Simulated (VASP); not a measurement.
Wanted: the native input for a VASP 6.6.1 run.

```yaml
Task: single point
Functional: PBE
Dispersion: D4
Potentials_or_basis: VASP PAW PBE potentials, release 64 (Nb_sv, C)
Cutoff: 600 eV
k_mesh: 10 × 10 × 10
Occupations: gaussian, width 0.05 eV
Spin: no spin polarisation
Dipole_correction: no
Further_INCAR_settings: ALGO = Normal; EDIFF = 1e-06; NBANDS = 16
```

The structure of NbC lies in POSCAR:

```
NbC
1.0
    0.0000000000      2.2146121380      2.2146121380
    2.2146121380      0.0000000000      2.2146121380
    2.2146121380      2.2146121380      0.0000000000
Nb C
1 1
Direct
    0.0000000000      0.0000000000      0.0000000000
    0.5000000000      0.5000000000      0.5000000000
```

This cell differs from its parent crystal: volume scaled by 0.98.

The input as run:

INCAR

```
SYSTEM = NbC
PREC     = Accurate       ! precision mode
ENCUT    = 600            ! plane-wave cutoff, eV
EDIFF    = 1E-6           ! SCF threshold, eV
ISMEAR   = 0              ! smearing method
SIGMA    = 0.05           ! smearing width, eV
LREAL    = .FALSE.        ! projectors in reciprocal space
LASPH    = .TRUE.         ! aspherical terms in the spheres
NELM     = 120            ! most SCF steps
ALGO     = Normal         ! electronic algorithm
ISIF     = 2              ! what is computed and relaxed
LWAVE    = .FALSE.        ! write WAVECAR
LCHARG   = .TRUE.         ! write CHGCAR
GGA      = PE             ! functional
IVDW     = 13             ! dispersion correction
LELF     = .TRUE.         ! ELF
LVHAR    = .TRUE.       
NBANDS   = 16             ! bands
GGA_COMPAT= .FALSE.
```

KPOINTS

```
Automatic mesh
0
G
  10 10 10
  0 0 0
```

Potentials or basis: VASP PAW PBE potentials, release 64 (Nb_sv, C).

Command:

```bash
$ cat potpaw_PBE.64/Nb_sv/POTCAR potpaw_PBE.64/C/POTCAR > POTCAR
$ mpirun -np 1 vasp_std > vasp.out
```

It gave:

```
Pressure                   : 5.9 GPa
Dispersion energy per atom : -0.346 eV
```

Caveat: pairwise dispersion overbinds metals, which lowers pressure and volume.

Run time: 13 s on 1 thread of AMD EPYC 9R45 96-Core Processor (Zen 5), with other jobs on the host, peak memory 0.13 GiB.
